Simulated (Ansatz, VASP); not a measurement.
AlRu: VASP beside Ansatz

```xyz
2
Lattice="0.0000 2.3706 2.3706 2.3706 0.0000 2.3706 2.3706 2.3706 0.0000" Properties=species:S:1:pos:R:3 pbc="T T T"
Ru    0.0000    0.0000    0.0000
Al    2.3706    2.3706    2.3706
```

Change from the starting cell: volume scaled by 0.86, to set the pressure.

Alike in both runs: task single point; functional PBE; k mesh 14 × 14 × 14; occupations fermi-dirac, width 0.1 eV; no spin polarisation.

```csv
,VASP,Ansatz
version,VASP 6.6.1,Ansatz 0.2.0
potentials or method,"VASP PAW PBE potentials, release 64 (Ru_pv, Al)","PAW with Ansatz's default frozen-core files, scalar-relativistic"
plane-wave cutoff (eV),520,420
valence electrons in the cell,17,19
```

```tsv
	VASP	Ansatz	Ansatz less VASP
pressure (GPa)	29.8	29.6	-0.16
```

Both programs put the cell under a high pressure, so it lies far from rest at this level. With one functional, cell and mesh, what is left measures potentials, basis and numerics. VASP's potentials hold 17 valence electrons a cell and Ansatz's 19, so a difference there can come from the potentials and not from the codes.
